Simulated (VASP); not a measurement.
Input of a VASP 6.6.1 run:

Contents of INCAR:

```
SYSTEM = Ho2PbC
PREC = Accurate ; ENCUT = 600
EDIFF = 1E-7 ; ISMEAR = 0
SIGMA = 0.1 ; LREAL = .FALSE.
LASPH = .TRUE. ; NELM = 200
ALGO = Normal ; ISIF = 3
LWAVE = .FALSE. ; LCHARG = .FALSE.
GGA = PE ; IBRION = 2
NSW = 100 ; EDIFFG = -0.01
GGA_COMPAT = .FALSE. ; NELMIN = 4
LMAXMIX = 6
```

KPOINTS

```
regular mesh
0
G
  12 12 12
  0 0 0
```

File POSCAR:

```
Ho2PbC
1.0
   -2.8512554058      2.8512554058      3.2828606276
    2.8512554058     -2.8512554058      3.2828606276
    2.8512554058      2.8512554058     -3.2828606276
Ho Pb C
2 1 1
Direct
    0.5000000000      0.0000000000      0.5000000000
    0.0000000000      0.5000000000      0.5000000000
    0.5000000000      0.5000000000      0.0000000000
    0.0000000000      0.0000000000      0.0000000000
```

Potentials or basis: VASP PAW PBE potentials, release 64 (Ho_3, Pb_d, C), 4f in core.

Run with:

```bash
$ cat potpaw_PBE.64/Ho_3/POTCAR potpaw_PBE.64/Pb_d/POTCAR potpaw_PBE.64/C/POTCAR > POTCAR
$ mpirun -np 1 vasp_std > vasp.out
```

Problem. Predict the space group after relaxing (to 0.1 Å).

Solution. I4/mmm (No. 139).

Problem. Predict the band gap on the k mesh.

Solution. Zero (bands 18 and 19 overlap by 1.94 eV).

Problem. What does it give for the relaxed volume?

Solution. 26.62 Å³/atom.

Final structure:
```
CELL_PARAMETERS angstrom
-2.85681 2.85681 3.26229
2.85681 -2.85681 3.26229
2.85681 2.85681 -3.26229
ATOMIC_POSITIONS crystal
Ho 0.50000 0.00000 0.50000
Ho 0.00000 0.50000 0.50000
Pb 0.50000 0.50000 0.00000
C 0.00000 0.00000 0.00000
```

Caveat: spin-orbit coupling is left out, which moves the levels of the heavy elements; the 4f electrons are frozen in the core, so they carry no moment and show no levels. Spin polarisation is off, so any magnetic state and its effect on volume and gap are missing.
